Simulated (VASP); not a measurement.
# ZnAu (Pm-3m) in VASP: further runs

Runs on ZnAu. Level: PBE. Tasks: single point.

Everything below comes from runs of VASP 6.6.1. Logs are shortened: lines on timing, memory, paths and dates and some standing lists are left out, and cuts for length are marked.

## 1. The cell of the first run

It takes space group Pm-3m (No. 221, cubic). The conventional cell has a = 3.122 Å, b = 3.122 Å, c = 3.122 Å, α = 90.00°, β = 90.00°, γ = 90.00°. Zn (site symmetry m-3m) has 8 Au at 2.70 Å and 6 Zn at 3.12 Å within 3.6 Å. Within 3.6 Å of Au (site symmetry m-3m) lie 8 Zn at 2.70 Å and 6 Au at 3.12 Å.

## 2. Single point, PBE (volume scaled by 0.94)

The input, INCAR:

```
PREC     = Accurate       # precision mode
ENCUT    = 520            # plane-wave cutoff, eV
EDIFF    = 1E-7           # SCF threshold, eV
ISMEAR   = 0              # smearing method
SIGMA    = 0.1            # smearing width, eV
LREAL    = F              # projectors in reciprocal space
LASPH    = T              # aspherical terms in the spheres
NELM     = 100            # most SCF steps
ALGO     = Normal         # electronic algorithm
ISIF     = 2              # what is computed and relaxed
LWAVE    = F              # write WAVECAR
LCHARG   = F              # write CHGCAR
GGA      = PE             # functional
NBANDS   = 18             # bands
```

The input, KPOINTS:

```
Automatic mesh
0
Gamma
  14 14 14
```

The input, POSCAR:

```
ZnAu
1.0
    3.1216440315      0.0000000000      0.0000000000
    0.0000000000      3.1216440315      0.0000000000
    0.0000000000      0.0000000000      3.1216440315
Zn Au
1 1
Direct
    0.5000000000      0.5000000000      0.5000000000
    0.0000000000      0.0000000000      0.0000000000
```

Potentials or basis: VASP PAW PBE potentials, release 64 (Zn, Au).

Launch:

```console
cat potpaw_PBE.64/Zn/POTCAR potpaw_PBE.64/Au/POTCAR > POTCAR
mpirun -np 1 vasp_std > vasp.out
```

OUTCAR:

```text
PREC = Accurate
   ENCUT = 520
   EDIFF = 1E-7
   ISMEAR = 0
   LREAL = F
   LASPH = T
   NELM = 100
   ISIF = 2
   GGA = PE

 ion  position               nearest neighbor table
   1  0.500  0.500  0.500-   2 2.70   2 2.70   2 2.70   2 2.70   2 2.70   2 2.70   2 2.70   2 2.70

   2  0.000  0.000  0.000-   1 2.70   1 2.70   1 2.70   1 2.70   1 2.70   1 2.70   1 2.70   1 2.70

  LATTYP: Found a simple cubic cell.
 ALAT       =     3.1216440315

  Lattice vectors:

 A1 = (   3.1216440315,   0.0000000000,   0.0000000000)
 A2 = (   0.0000000000,   3.1216440315,   0.0000000000)
 A3 = (   0.0000000000,   0.0000000000,   3.1216440315)

Analysis of symmetry for initial positions (statically):
=====================================================================
 Subroutine PRICEL returns:
 Original cell was already a primitive cell.

 Routine SETGRP: Setting up the symmetry group for a
 simple cubic supercell.

 Subroutine GETGRP returns: Found 48 space group operations
 (whereof 48 operations were pure point group operations)
 out of a pool of 48 trial point group operations.

The static configuration has the point symmetry O_h .

Analysis of symmetry for dynamics (positions and initial velocities):
=====================================================================
 Subroutine PRICEL returns:
 Original cell was already a primitive cell.

 Routine SETGRP: Setting up the symmetry group for a
 simple cubic supercell.

 Subroutine GETGRP returns: Found 48 space group operations
 (whereof 48 operations were pure point group operations)
 out of a pool of 48 trial point group operations.

The dynamic configuration has the point symmetry O_h .

 Subroutine INISYM returns: Found 48 space group operations
 (whereof 48 operations are pure point group operations),
 and found     1 'primitive' translations

----------------------------------------------------------------------------------------

                                     Primitive cell

  volume of cell :      30.4194

  direct lattice vectors                    reciprocal lattice vectors
     3.121644031  0.000000000  0.000000000     0.320344021  0.000000000  0.000000000
     0.000000000  3.121644031  0.000000000     0.000000000  0.320344021  0.000000000
     0.000000000  0.000000000  3.121644031     0.000000000  0.000000000  0.320344021

  length of vectors
     3.121644031  3.121644031  3.121644031     0.320344021  0.320344021  0.320344021

  position of ions in fractional coordinates (direct lattice)
[... 8 lines left out ...]
----------------------------------------------------------------------------------------

 KPOINTS: Automatic mesh

Automatic generation of k-mesh.
 Grid dimensions read from file:
 generate k-points for:   14   14   14

 Generating k-lattice:

  Cartesian coordinates                     Fractional coordinates (reciprocal lattice)
     0.022881716  0.000000000  0.000000000     0.071428571  0.000000000  0.000000000
     0.000000000  0.022881716  0.000000000     0.000000000  0.071428571  0.000000000
     0.000000000  0.000000000  0.022881716     0.000000000  0.000000000  0.071428571

  Length of vectors
     0.022881716  0.022881716  0.022881716

  Shift w.r.t. Gamma in fractional coordinates (k-lattice)
     0.000000000  0.000000000  0.000000000

 Subroutine IBZKPT returns following result:
 ===========================================

 Found    120 irreducible k-points:

 Following reciprocal coordinates:
            Coordinates               Weight
  0.000000  0.000000  0.000000      1.000000
  0.071429  0.000000  0.000000      6.000000
  0.142857  0.000000  0.000000      6.000000
  0.214286  0.000000  0.000000      6.000000
  0.285714  0.000000  0.000000      6.000000
  0.357143  0.000000  0.000000      6.000000
[... 16 lines left out ...]
  0.285714  0.214286  0.000000     24.000000
  0.357143  0.214286  0.000000     24.000000
 [... further k-points ...]
   k-points           NKPTS =    120   k-points in BZ     NKDIM =    120   number of bands    NBANDS=     18
   number of dos      NEDOS =    301   number of ions     NIONS =      2
   total plane-waves  NPLWV =  13824
   dimension x,y,z NGX =    24 NGY =   24 NGZ =   24
   dimension x,y,z NGXF=    48 NGYF=   48 NGZF=   48
   ions per type =               1   1
   NGX,Y,Z   is equivalent  to a cutoff of  12.78, 12.78, 12.78 a.u.
   NGXF,Y,Z  is equivalent  to a cutoff of  25.56, 25.56, 25.56 a.u.
 SYSTEM =  unknown system
   PREC   = accura    normal or accurate (medium, high low for compatibility)
   ISTART =      0    job   : 0-new  1-cont  2-samecut
   ICHARG =      2    charge: 1-file 2-atom 10-const
   ISPIN  =      1    spin polarized calculation?
   LNONCOLLINEAR =      F non collinear calculations
   LSORBIT =      F    spin-orbit coupling
   LASPH  =      T    aspherical Exc in radial PAW
   ENCUT  =  520.0 eV  38.22 Ry    6.18 a.u.   5.80  5.80  5.80*2*pi/ulx,y,z
   NELM   =    100;   NELMIN=  2; NELMDL= -5     # of ELM steps
   EDIFF  = 0.1E-06   stopping-criterion for ELM
   LREAL  =      F    real-space projection
   EDIFFG = 0.1E-05   stopping-criterion for IOM
   NSW    =      0    number of steps for IOM
   IBRION =     -1    ionic relax: 0-MD 1-quasi-New 2-CG
   NFREE  =      0    steps in history (QN), initial steepest desc. (CG)
   ISIF   =      2    stress and relaxation
   ISYM   =      2    0-nonsym 1-usesym 2-fastsym
   POTIM  = 0.5000    time-step for ionic-motion
   TEBEG  =    0.0;   TEEND  =   0.0 temperature during run
   PSTRESS=    0.0 pullay stress
   NELECT =      23.0000    total number of electrons
   NUPDOWN=      -1.0000    fix difference up-down
   EMIN   =  10.00;   EMAX   =-10.00  energy-range for DOS
   EFERMI =   0.00;   METHOD = LEGACY
   ISMEAR =     0;   SIGMA  =   0.10  broadening in eV -4-tet -1-fermi 0-gaus
   EFERMI_NEDOS =   21; number of points for ismear=-14 and -15
   IALGO  =     38    algorithm
   IMIX   =      4    mixing-type and parameters
     AMIX     =   0.40;   BMIX     =  1.00
     AMIX_MAG =   1.60;   BMIX_MAG =  1.00
  volume/ion in A,a.u.               =      15.21       102.64
  Fermi-wavevector in a.u.,A,eV,Ry     =   1.491423  2.818380 30.264003  2.224341
  Thomas-Fermi vector in A             =   2.604080
   LORBIT       =      0    0 simple, 1 ext, 2 COOP (PROOUT), +10 PAW based schemes
   GGA     = PE    functional components
   LHFCALC =     F    Hartree Fock is set to
   AEXX    =    0.0000 exact exchange contribution
   IVDW    =     0    specifies the selected vdW correction
   LEPSILON=     F    determine dielectric tensor
   LRPA    =     F    only Hartree local field effects (RPA)
 non-spin polarized calculation
 Gauss-broadening in eV      SIGMA  =   0.10
  energy-cutoff  :      520.00
  volume of cell :       30.42
 maximum number of plane-waves:       840
 NGX is ok and might be reduce to    24
   NGX = 11   NGY = 11   NGZ = 11

 number of electron      22.9999967 magnetization

 Free energy of the ion-electron system (eV)
  ---------------------------------------------------
  ext. energy  EPLUGINS =         0.00000000
  ---------------------------------------------------
  free energy    TOTEN  =        -4.69643025 eV

  energy without entropy =       -4.69265652  energy(sigma->0) =       -4.69454338

 E-fermi :   7.4089     XC(G=0): -12.5179

 val. band max:        7.4012343774   @ k =   0.4286   0.4286   0.3571
 cond. band min:       7.4099180877   @ k =   0.5000   0.5000   0.2143
 fundamental gap:      0.0086837103
 Fermi energy:         7.4088677322

 k-point     1 :       0.0000    0.0000    0.0000
  band No.  band energies     occupation
      1      -3.4488      2.00000
      2      -0.8528      2.00000
      3      -0.8528      2.00000
      4      -0.1017      2.00000
      5      -0.1017      2.00000
      6      -0.1017      2.00000
[... 10 lines left out ...]
     17      19.7076      0.00000
     18      25.7985      0.00000

 k-point     2 :       0.0714    0.0000    0.0000
  band No.  band energies     occupation
      1      -3.3561      2.00000
      2      -0.8312      2.00000
      3      -0.8237      2.00000
      4      -0.1027      2.00000
      5      -0.1027      2.00000
      6      -0.0935      2.00000
[... 10 lines left out ...]
     17      20.1280      0.00000
     18      25.7357      0.00000

 k-point     3 :       0.1429    0.0000    0.0000
  band No.  band energies     occupation
      1      -3.0822      2.00000
      2      -0.7688      2.00000
      3      -0.7427      2.00000
      4      -0.1050      2.00000
      5      -0.1050      2.00000
      6      -0.0703      2.00000
[... 10 lines left out ...]
     17      21.4677      0.00000
     18      25.5965      0.00000

 k-point     4 :       0.2143    0.0000    0.0000
  band No.  band energies     occupation
      1      -2.6406      2.00000
      2      -0.6733      2.00000
      3      -0.6273      2.00000
      4      -0.1071      2.00000
      5      -0.1071      2.00000
      6      -0.0362      2.00000
[... 10 lines left out ...]
     17      23.3865      0.00000
     18      24.7426      0.00000

 k-point     5 :       0.2857    0.0000    0.0000
  band No.  band energies     occupation
      1      -2.0580      2.00000
      2      -0.5587      2.00000
      3      -0.5023      2.00000
      4      -0.1073      2.00000
      5      -0.1073      2.00000
      6       0.0025      2.00000
[... 10 lines left out ...]
     17      23.2273      0.00000
     18      23.3344      0.00000

 k-point     6 :       0.3571    0.0000    0.0000
  band No.  band energies     occupation
      1      -1.3876      2.00000
      2      -0.4452      2.00000
      3      -0.3932      2.00000
      4      -0.1053      2.00000
      5      -0.1053      2.00000
      6       0.0381      2.00000
[... 307 lines left out ...]
 k-point    21 :       0.5000    0.1429    0.0000
  band No.  band energies     occupation
      1      -0.5856      2.00000
      2      -0.4998      2.00000
      3      -0.2475      2.00000
      4      -0.1699      2.00000
      5      -0.0532      2.00000
      6       0.4913      2.00000
[... 10 lines left out ...]
     17      19.2899      0.00000
     18      22.0599      0.00000

 k-point    22 :       0.2143    0.2143    0.0000
  band No.  band energies     occupation
      1      -1.9445      2.00000
      2      -0.5832      2.00000
      3      -0.4145      2.00000
      4      -0.2332      2.00000
      5      -0.0694      2.00000
      6      -0.0005      2.00000
[... 10 lines left out ...]
     17      23.1927      0.00000
     18      23.5409      0.00000

 k-point    23 :       0.2857    0.2143    0.0000
  band No.  band energies     occupation
      1      -1.5076      2.00000
      2      -0.5526      2.00000
      3      -0.2907      2.00000
      4      -0.2630      2.00000
      5      -0.0307      2.00000
      6       0.0273      2.00000
[... 10 lines left out ...]
     17      22.7986      0.00000
     18      23.2666      0.00000

 k-point    24 :       0.3571    0.2143    0.0000
  band No.  band energies     occupation
      1      -1.1105      2.00000
      2      -0.5461      2.00000
      3      -0.2718      2.00000
      4      -0.1935      2.00000
      5      -0.0812      2.00000
      6       0.2612      2.00000
[... 10 lines left out ...]
     17      21.9496      0.00000
     18      22.3051      0.00000

 [... further k-points ...]
[... 5 lines left out ...]
  --------------------------------------------------------------------------------------
  -------------------------------------------------------------------------------------
  Total        1.6435454      1.6435454      1.6435454     -0.0000000      0.0000000     -0.0000000
  in kB       86.5649652     86.5649652     86.5649652     -0.0000000      0.0000000     -0.0000000
  external PRESSURE =      86.5649652 kB  Pullay stress =       0.0000000 kB

 VOLUME and BASIS-vectors are now :
 -----------------------------------------------------------------------------
  energy-cutoff  :      520.00
  volume of cell :       30.42
      direct lattice vectors                 reciprocal lattice vectors
     3.121644031  0.000000000  0.000000000     0.320344021  0.000000000  0.000000000
     0.000000000  3.121644031  0.000000000     0.000000000  0.320344021  0.000000000
     0.000000000  0.000000000  3.121644031     0.000000000  0.000000000  0.320344021

 POSITION                                       TOTAL-FORCE (eV/Angst)
 -----------------------------------------------------------------------------------
      1.56082      1.56082      1.56082         0.000000      0.000000      0.000000
      0.00000      0.00000      0.00000         0.000000      0.000000      0.000000
 -----------------------------------------------------------------------------------
    total drift:                                0.000000      0.000000     -0.000000

  FREE ENERGIE OF THE ION-ELECTRON SYSTEM (eV)
  ---------------------------------------------------
  free  energy   TOTEN  =        -4.6964302463 eV

  energy  without entropy=       -4.6926565199  energy(sigma->0) =       -4.69454338
```

It took 1.7 min on 1 thread of AMD EPYC 7R13, shared host; peak memory 0.16 GiB.

What came out:

- Free energy: -4.6964 eV
- Pressure: 8.7 GPa

Caveat: the cell differs from its parent crystal (volume scaled by 0.94); spin-orbit coupling is left out, which moves the levels of the heavy elements.

## 3. Single point, PBE

This run uses another cell than the first one, of 15.58 Å³/atom, 1.025 times its volume.

The input, INCAR:

```
PREC = Accurate
ENCUT = 520
EDIFF = 1E-6
ISMEAR = 0
SIGMA = 0.1
LREAL = False
LASPH = True
NELM = 100
ALGO = Normal
ISIF = 2
LWAVE = False
LCHARG = False
GGA = PE
NBANDS = 18
```

KPOINTS is that of step 2.

The input, POSCAR:

```
ZnAu
1.0
    3.1470000000      0.0000000000      0.0000000000
    0.0000000000      3.1470000000      0.0000000000
    0.0000000000      0.0000000000      3.1470000000
Zn Au
1 1
Direct
    0.5000000000      0.5000000000      0.5000000000
    0.0000000000      0.0000000000      0.0000000000
```

Potentials or basis: VASP PAW PBE potentials, release 64 (Zn, Au).

Launch:

```console
cat potpaw_PBE.64/Zn/POTCAR potpaw_PBE.64/Au/POTCAR > POTCAR
mpirun -np 1 vasp_std > vasp.out
```

OUTCAR:

```text
PREC = Accurate
   ENCUT = 520
   EDIFF = 1E-6
   ISMEAR = 0
   LREAL = False
   LASPH = True
   NELM = 100
   ISIF = 2
   GGA = PE

 ion  position               nearest neighbor table
   1  0.500  0.500  0.500-   2 2.73   2 2.73   2 2.73   2 2.73   2 2.73   2 2.73   2 2.73   2 2.73

   2  0.000  0.000  0.000-   1 2.73   1 2.73   1 2.73   1 2.73   1 2.73   1 2.73   1 2.73   1 2.73

  LATTYP: Found a simple cubic cell.
 ALAT       =     3.1470000000

  Lattice vectors:

 A1 = (   3.1470000000,   0.0000000000,   0.0000000000)
[... 192 lines left out ...]
      6      -0.3409      2.00000
[... 481 lines left out ...]
      5      -0.3235      2.00000
      6       0.0417      2.00000
[... 10 lines left out ...]
     17      21.4168      0.00000
     18      21.8141      0.00000

 [... further k-points ...]
[... 5 lines left out ...]
  --------------------------------------------------------------------------------------
  -------------------------------------------------------------------------------------
  Total        0.9733028      0.9733028      0.9733028     -0.0000000      0.0000000     -0.0000000
  in kB       50.0343563     50.0343563     50.0343563     -0.0000000      0.0000000     -0.0000000
  external PRESSURE =      50.0343563 kB  Pullay stress =       0.0000000 kB

 VOLUME and BASIS-vectors are now :
 -----------------------------------------------------------------------------
  energy-cutoff  :      520.00
  volume of cell :       31.17
      direct lattice vectors                 reciprocal lattice vectors
     3.147000000  0.000000000  0.000000000     0.317762949  0.000000000  0.000000000
     0.000000000  3.147000000  0.000000000     0.000000000  0.317762949  0.000000000
     0.000000000  0.000000000  3.147000000     0.000000000  0.000000000  0.317762949

 POSITION                                       TOTAL-FORCE (eV/Angst)
 -----------------------------------------------------------------------------------
      1.57350      1.57350      1.57350         0.000000      0.000000      0.000000
      0.00000      0.00000      0.00000         0.000000      0.000000      0.000000
 -----------------------------------------------------------------------------------
    total drift:                                0.000000      0.000000     -0.000000

  FREE ENERGIE OF THE ION-ELECTRON SYSTEM (eV)
  ---------------------------------------------------
  free  energy   TOTEN  =        -4.7283395101 eV

  energy  without entropy=       -4.7245579348  energy(sigma->0) =       -4.72644872
```

OSZICAR:

```text
N       E                     dE             d eps       ncg     rms          rms(c)
DAV:   1     0.132512341793E+03    0.13251E+03   -0.11425E+04  4432   0.165E+03
DAV:   2     0.526688717399E+00   -0.13199E+03   -0.12570E+03  4382   0.319E+02
DAV:   3    -0.513358658156E+01   -0.56603E+01   -0.56038E+01  4746   0.703E+01
DAV:   4    -0.518454868184E+01   -0.50962E-01   -0.50939E-01  4716   0.585E+00
DAV:   5    -0.518506961696E+01   -0.52094E-03   -0.52092E-03  4662   0.636E-01    0.854E+00
DAV:   6    -0.476203128877E+01    0.42304E+00   -0.11974E+00  4612   0.120E+01    0.541E+00
DAV:   7    -0.473631443633E+01    0.25717E-01   -0.31101E-02  5678   0.364E+00    0.286E+00
DAV:   8    -0.472833247166E+01    0.79820E-02   -0.95794E-03  4472   0.100E+00    0.158E-01
DAV:   9    -0.472832822643E+01    0.42452E-05   -0.27721E-04  5248   0.301E-01    0.760E-02
DAV:  10    -0.472833869384E+01   -0.10467E-04   -0.43424E-05  4548   0.657E-02    0.187E-02
DAV:  11    -0.472833978136E+01   -0.10875E-05   -0.22062E-06  4206   0.199E-02    0.494E-03
DAV:  12    -0.472833951007E+01    0.27129E-06   -0.14050E-07  2320   0.103E-02
   1 F= -.47283395E+01 E0= -.47264487E+01  d E =-.378158E-02
```

stdout:

```text
POSCAR found type information on POSCAR ZnAu
 POSCAR found :  2 types and       2 ions
 scaLAPACK will be used
 LDA part: xc-table for (Slater+PW92), standard interpolation
 POSCAR, INCAR and KPOINTS ok, starting setup
 FFT: planning ... GRIDC
 FFT: planning ... GRID_SOFT
 FFT: planning ... GRID
 WAVECAR not read
 entering main loop
```

It took 91 s on 1 thread of AMD EPYC 7R13, shared host; peak memory 0.17 GiB.

What came out:

```
Free energy : -4.7283 eV
Pressure    : 5.0 GPa
```

Caveat: spin-orbit coupling is left out, which moves the levels of the heavy elements.

[end of part 1 of 2]
